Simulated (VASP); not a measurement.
# MnS (Fm-3m) in VASP: settings compared

MnS is run at these levels: revPBE, revPBE+D3(BJ), PBE, PBE-based screened hybrid with 10 % exact exchange; tasks: relaxation of cell and atoms, single point.

Everything below comes from runs of VASP 6.6.1. Logs are shortened: lines on timing, memory, paths and dates and some standing lists are left out, and cuts for length are marked.

### Step 1. The cell of the first run

It takes space group Fm-3m (No. 225, cubic). The conventional cell has a = 5.209 Å, b = 5.209 Å, c = 5.209 Å, α = 90.00°, β = 90.00°, γ = 90.00°. Mn (site symmetry m-3m) has 6 S at 2.60 Å within 3.4 Å. S (site symmetry m-3m) has 6 Mn at 2.60 Å within 3.4 Å.

### Step 2. Relaxation of cell and atoms, revPBE, collinear spin, ferromagnetic start

Input file INCAR:

```
  ALGO = Normal
  EDIFF = 1E-6
  EDIFFG = -0.02
  ENCUT = 600
  GGA = RE
  IBRION = 2
  ISIF = 3
  ISMEAR = -1
  ISPIN = 2
  LASPH = True
  LCHARG = False
  LMAXMIX = 4
  LORBIT = 11
  LREAL = False
  LWAVE = False
  MAGMOM = 4 0
  NELM = 150
  NSW = 80
  PREC = Accurate
  SIGMA = 0.05
```

Input file KPOINTS:

```
k-points
0
Gamma
  9 9 9
```

Input file POSCAR:

```
MnS
1.0
    0.0000000000      2.6045000000      2.6045000000
    2.6045000000      0.0000000000      2.6045000000
    2.6045000000      2.6045000000      0.0000000000
Mn S
1 1
Direct
    0.0000000000      0.0000000000      0.0000000000
    0.5000000000      0.5000000000      0.5000000000
```

Potentials or basis: VASP PAW PBE potentials, release 64 (Mn_pv, S).

The run is started by

```sh
> cat potpaw_PBE.64/Mn_pv/POTCAR potpaw_PBE.64/S/POTCAR > POTCAR
> mpirun -np 1 vasp_std > vasp.out
```

OUTCAR:

```text
EDIFF = 1E-6
   EDIFFG = -0.02
   ENCUT = 600
   GGA = RE
   IBRION = 2
   ISIF = 3
   ISMEAR = -1
   ISPIN = 2
   LASPH = True
   LORBIT = 11
   LREAL = False
   NELM = 150
   NSW = 80
   PREC = Accurate

 ion  position               nearest neighbor table
   1  0.000  0.000  0.000-   2 2.60   2 2.60   2 2.60   2 2.60   2 2.60   2 2.60
   2  0.500  0.500  0.500-   1 2.60   1 2.60   1 2.60   1 2.60   1 2.60   1 2.60

  LATTYP: Found a face centered cubic cell.
 ALAT       =     5.2090000000

  Lattice vectors:

 A1 = (   0.0000000000,   2.6045000000,   2.6045000000)
 A2 = (   2.6045000000,   0.0000000000,   2.6045000000)
 A3 = (   2.6045000000,   2.6045000000,   0.0000000000)

Analysis of symmetry for initial positions (statically):
=====================================================================
 Subroutine PRICEL returns:
 Original cell was already a primitive cell.

 Routine SETGRP: Setting up the symmetry group for a
 face centered cubic supercell.

 Subroutine GETGRP returns: Found 48 space group operations
 (whereof 48 operations were pure point group operations)
 out of a pool of 48 trial point group operations.

The static configuration has the point symmetry O_h .

Analysis of symmetry for dynamics (positions and initial velocities):
=====================================================================
 Subroutine PRICEL returns:
 Original cell was already a primitive cell.

 Routine SETGRP: Setting up the symmetry group for a
 face centered cubic supercell.

 Subroutine GETGRP returns: Found 48 space group operations
 (whereof 48 operations were pure point group operations)
 out of a pool of 48 trial point group operations.

The dynamic configuration has the point symmetry O_h .

Analysis of structural, dynamic, and magnetic symmetry:
=====================================================================
 Subroutine PRICEL returns:
 Original cell was already a primitive cell.

 Routine SETGRP: Setting up the symmetry group for a
 face centered cubic supercell.

 Subroutine GETGRP returns: Found 48 space group operations
 (whereof 48 operations were pure point group operations)
 out of a pool of 48 trial point group operations.

The overall configuration has the point symmetry O_h .

 Subroutine INISYM returns: Found 48 space group operations
 (whereof 48 operations are pure point group operations),
 and found     1 'primitive' translations

----------------------------------------------------------------------------------------

                                     Primitive cell

  volume of cell :      35.3348

  direct lattice vectors                    reciprocal lattice vectors
[... 181 lines left out ...]

 E-fermi :   6.7930     XC(G=0): -10.5553

 val. band max:        6.7656933164   @ k =  -0.3333   0.2222   0.0000
 cond. band min:       6.8870581976   @ k =   0.4444   0.3333   0.1111
 fundamental gap:      0.1213648813
 Fermi energy:         6.7930104380

 spin component 1

 k-point     1 :       0.0000    0.0000    0.0000
  band No.  band energies     occupation
      1     -44.0080      1.00000
      2     -44.0080      1.00000
      3     -44.0080      1.00000
      4      -7.8313      1.00000
      5       3.3462      1.00000
      6       3.3462      1.00000
      7       3.3462      1.00000
      8       3.4450      1.00000
      9       3.4450      1.00000
     10       4.8973      1.00000
     11       4.8973      1.00000
     12       4.8973      1.00000
     13       8.5732      0.00000
     14      15.3513      0.00000
[... 403 lines left out ...]
      4      -6.4049      1.00000
      5       0.8188      1.00000
      6       2.8466      1.00000
      7       3.2392      1.00000
      8       3.2392      1.00000
      9       3.6861      1.00000
     10       4.0773      1.00000
     11       4.0773      1.00000
     12       4.6025      1.00000
     13       7.7784      0.00000
     14      12.2730      0.00000
     15      16.7666      0.00000

 [... further k-points ...]

 spin component 2

 k-point     1 :       0.0000    0.0000    0.0000
  band No.  band energies     occupation
      1     -39.4176      1.00000
      2     -39.4176      1.00000
      3     -39.4176      1.00000
      4      -7.5269      1.00000
      5       5.1133      1.00000
      6       5.1133      1.00000
      7       5.1133      1.00000
      8       7.1695      0.00054
      9       7.1695      0.00054
     10       7.1695      0.00054
     11       7.1930      0.00034
     12       7.1930      0.00034
     13       9.6867      0.00000
     14      16.3773      0.00000
[... 403 lines left out ...]
      4      -6.1339      1.00000
      5       1.2477      1.00000
      6       3.6198      1.00000
      7       3.6198      1.00000
      8       6.0771      1.00000
      9       7.6097      0.00000
     10       8.3929      0.00000
     11       8.3929      0.00000
     12       8.5941      0.00000
     13       9.3622      0.00000
     14      13.8626      0.00000
     15      17.3631      0.00000

 [... further k-points ...]
[... 5 lines left out ...]
  --------------------------------------------------------------------------------------
  -------------------------------------------------------------------------------------
  Total       -0.0204980     -0.0204980     -0.0204980     -0.0000000     -0.0000000      0.0000000
  in kB       -0.9335883     -0.9335883     -0.9335883     -0.0000000     -0.0000000      0.0000000
  external PRESSURE =      -0.9335883 kB  Pullay stress =       0.0000000 kB

 VOLUME and BASIS-vectors are now :
 -----------------------------------------------------------------------------
  energy-cutoff  :      600.00
  volume of cell :       35.18
      direct lattice vectors                 reciprocal lattice vectors
     0.000000000  2.600630778  2.600630778    -0.192261048  0.192261048  0.192261048
     2.600630778  0.000000000  2.600630778     0.192261048 -0.192261048  0.192261048
     2.600630778  2.600630778 -0.000000000     0.192261048  0.192261048 -0.192261048

 POSITION                                       TOTAL-FORCE (eV/Angst)
 -----------------------------------------------------------------------------------
      2.60063      5.20126      2.60063         0.000000      0.000000      0.000000
      2.60063      2.60063      2.60063        -0.000000     -0.000000     -0.000000
 -----------------------------------------------------------------------------------
    total drift:                               -0.000000     -0.000000      0.000000

  FREE ENERGIE OF THE ION-ELECTRON SYSTEM (eV)
  ---------------------------------------------------
  free  energy   TOTEN  =       -13.5433114629 eV

  energy  without entropy=      -13.5371887628  energy(sigma->0) =      -13.54025011

 reached required accuracy - stopping structural energy minimisation

 total charge

# of ion       s       p       d       tot
------------------------------------------
    1        0.212   6.162   4.922  11.296
    2        1.329   2.417   0.000   3.745
--------------------------------------------------
tot          1.540   8.579   4.922  15.042

 magnetization (x)

# of ion       s       p       d       tot
------------------------------------------
    1        0.052   0.040   4.195   4.287
    2        0.026   0.079   0.000   0.106
--------------------------------------------------
tot          0.078   0.119   4.195   4.393
```

CONTCAR:

```text
MnS
   1.00000000000000
     0.0000000000000000    2.6006307782493256    2.6006307782493256
     2.6006307782493256    0.0000000000000000    2.6006307782493256
     2.6006307782493256    2.6006307782493256   -0.0000000000000000
  Mn              S
     1     1
Direct
     1.0000000000000000    0.0000000000000000    1.0000000000000000
     0.5000000000000000    0.5000000000000000    0.5000000000000000

  0.00000000E+00  0.00000000E+00  0.00000000E+00
  0.00000000E+00  0.00000000E+00  0.00000000E+00
```

It took 35 s on 1 thread of Intel Xeon 6975P-C (Granite Rapids), shared host; peak memory 0.2 GiB.

What came out:

```yaml
Free_energy: -13.5433 eV
Relaxed_volume: 17.59 Å³/atom
Relaxed_cell: a = 3.678 Å, b = 3.678 Å, c = 3.678 Å, α = 60.00°, β = 60.00°, γ = 60.00°
Space_group_after_relaxing_to_0.1_Å: Fm-3m (No. 225)
Energy_gained_by_relaxing: 0.1 meV/atom
Ionic_steps: 2
Pressure_after_relaxing: -0.1 GPa
Net_moment: 4.75 μB per cell
Site_moments: Mn +4.29; S +0.11 μB
Valence_electrons_inside_the_program's_atomic_spheres: Mn 11.30; S 3.75
```

The path:
```tsv
step	energy change (eV)	largest force (eV/Å)	pressure (GPa)	volume (Å³)
1	0.0000	0.0000	-0.28	35.33
2	-0.0002	0.0000	-0.09	35.18
```

Final structure:
```
Mn S
1.0
     0.00000    2.60063    2.60063
     2.60063    0.00000    2.60063
     2.60063    2.60063    0.00000
Mn S
1 1
Cartesian
  2.6006 5.2013 2.6006
  2.6006 2.6006 2.6006
```

Caveat: the PAW data sets were made with another functional, which shifts forces and pressure a little; a cell with one magnetic atom can't hold antiferromagnetic order, which such compounds often take; semilocal functionals often make such compounds metallic where correlation or magnetic order opens a gap, which also shifts bond lengths.

### Step 3. Relaxation of cell and atoms, revPBE+D3(BJ), collinear spin, ferromagnetic start

Input file INCAR:

```
ALGO = Normal
EDIFF = 1E-7
EDIFFG = -0.005
ENCUT = 600
GGA = RE
IBRION = 2
ISIF = 3
ISMEAR = -1
ISPIN = 2
IVDW = 12
LASPH = True
LCHARG = False
LMAXMIX = 4
LORBIT = 11
LREAL = False
LWAVE = False
MAGMOM = 4 0
NELM = 150
NSW = 80
PREC = Accurate
SIGMA = 0.05
```

KPOINTS is that of step 2.

POSCAR is that of step 2.

Potentials or basis: VASP PAW PBE potentials, release 64 (Mn_pv, S).

The run is started by

```sh
> cat potpaw_PBE.64/Mn_pv/POTCAR potpaw_PBE.64/S/POTCAR > POTCAR
> mpirun -np 1 vasp_std > vasp.out
```

Wall time 4 min (1 thread of Intel Xeon 6975P-C (Granite Rapids), shared host); peak memory 0.23 GiB.

It converged, with:

```
Free energy                                           : -15.2542 eV
Relaxed volume                                        : 15.82 Å³/atom
Relaxed cell                                          : a = 3.550 Å, b = 3.550 Å, c = 3.550 Å, α = 60.00°, β = 60.00°, γ = 60.00°
Space group after relaxing (to 0.1 Å)                 : Fm-3m (No. 225)
Energy gained by relaxing                             : 61.4 meV/atom
Ionic steps                                           : 15
Pressure after relaxing                               : 0.0 GPa
Net moment                                            : 4.42 μB per cell
Site moments                                          : Mn +4.04; S +0.08 μB
Valence electrons inside the program's atomic spheres : Mn 11.41; S 3.76
Dispersion energy per atom                            : -0.889 eV
```

The path:
```tsv
step	energy change (eV)	largest force (eV/Å)	pressure (GPa)	volume (Å³)
1	0.0000	0.0000	-7.67	35.33
2	0.1909	0.0000	288.12	31.18
3	-0.0060	0.0000	-7.56	35.21
4	-0.0116	0.0000	-7.39	35.09
5	-0.0878	0.0000	-4.81	33.10
6	-0.1136	0.0000	-3.74	32.13
7	-0.1227	0.0000	-0.59	31.65
8	-0.1218	0.0000	5.33	31.57
9	-0.0581	0.0000	-6.00	33.98
10	-0.1007	0.0000	-4.30	32.64
11	-0.1131	0.0000	-3.76	32.15
12	-0.1196	0.0000	-3.27	31.86
13	-0.1222	0.0000	-2.11	31.71
14	-0.1228	0.0000	-0.05	31.64
15	-0.1228	0.0000	0.01	31.64
```

Final structure:
```cif
data_structure
_symmetry_space_group_name_H-M 'P 1'
_symmetry_Int_Tables_number 1
_cell_length_a 3.5501
_cell_length_b 3.5501
_cell_length_c 3.5501
_cell_angle_alpha 60.000
_cell_angle_beta 60.000
_cell_angle_gamma 60.000
_cell_volume 31.64
loop_
_atom_site_label
_atom_site_type_symbol
_atom_site_fract_x
_atom_site_fract_y
_atom_site_fract_z
_atom_site_occupancy
Mn1 Mn 0.00000 0.00000 0.00000 1
S1 S 0.50000 0.50000 0.50000 1
```

Levels at points of the mesh, in eV from the Fermi level:
Spin up:
```tsv
k point	band 10	band 11	band 12	band 13	band 14	band 15
(0.00, 0.00, 0.00)	-2.07	-2.07	-2.07	2.60	8.76	8.76
```
Spin down:
```tsv
k point	band 3	band 4	band 5	band 6	band 7	band 8	band 9	band 10	band 11	band 12
(0.00, 0.00, 0.00)	-46.36	-15.15	-1.88	-1.88	-1.88	-0.01	-0.01	-0.01	0.08	0.08
```

Caveat: the PAW data sets were made with another functional, which shifts forces and pressure a little; a cell with one magnetic atom can't hold antiferromagnetic order, which such compounds often take; semilocal functionals often make such compounds metallic where correlation or magnetic order opens a gap, which also shifts bond lengths. With open d or f shells a metallic result of revPBE can be an artefact of self-interaction; +U or a hybrid may open a gap.

(Continued in part 2 of 2.)
